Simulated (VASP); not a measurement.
Set up this calculation in VASP 6.6.1, as the native input.

```yaml
Task: single point
Functional: PBE
Potentials_or_basis: VASP PAW PBE potentials, release 64 (Gd, Mn_pv)
Cutoff: 520 eV
k_mesh: 8 × 8 × 8
Occupations: gaussian, width 0.05 eV
Spin: no spin polarisation
Hubbard_terms: Gd f U = 6.0 eV
Dipole_correction: no
Further_INCAR_settings: ALGO = Normal; EDIFF = 1e-06; NBANDS = 22
```

The structure of GdMn lies in POSCAR:

```
GdMn
1.0
    3.5623726939      0.0000000000      0.0000000000
    0.0000000000      3.5623726939      0.0000000000
    0.0000000000      0.0000000000      3.5623726939
Gd Mn
1 1
Direct
    0.0000000000      0.0000000000      0.0000000000
    0.5000000000      0.5000000000      0.5000000000
```

These files were run (other wordings do the same):

INCAR

```
PREC = Accurate ; ENCUT = 520
EDIFF = 1E-6 ; ISMEAR = 0
SIGMA = 0.05 ; LREAL = False
LASPH = True ; NELM = 150
ALGO = Normal ; ISIF = 2
LWAVE = False ; LCHARG = False
LMAXMIX = 6 ; LDAU = True
LDAUTYPE = 2 ; LDAUL = 3 -1
LDAUU = 6 0 ; LDAUJ = 0 0
LDAUPRINT = 1 ; GGA = PE
NBANDS = 22
```

KPOINTS

```
Automatic mesh
0
Gamma
  8 8 8
```

Potentials or basis: VASP PAW PBE potentials, release 64 (Gd, Mn_pv).

Run with:

```bash
$ cat potpaw_PBE.64/Gd/POTCAR potpaw_PBE.64/Mn_pv/POTCAR > POTCAR
$ mpirun -np 1 vasp_std > vasp.out
```

Results of the run:

```yaml
Pressure: -6.6 GPa
Band_gap_on_the_k_mesh: zero (an odd number of electrons rules out a gap without spin polarisation)
```

Caveat: the cell stands under tension; spin-orbit coupling is left out, which moves the levels of the heavy elements; the run has no spin polarisation, though such a crystal can be magnetic; U without spin polarisation on a metal has little footing.

It took 4 min on 1 thread of Oxide Virtual Turin-like Processor, with other jobs on the host, peak memory 0.15 GiB.
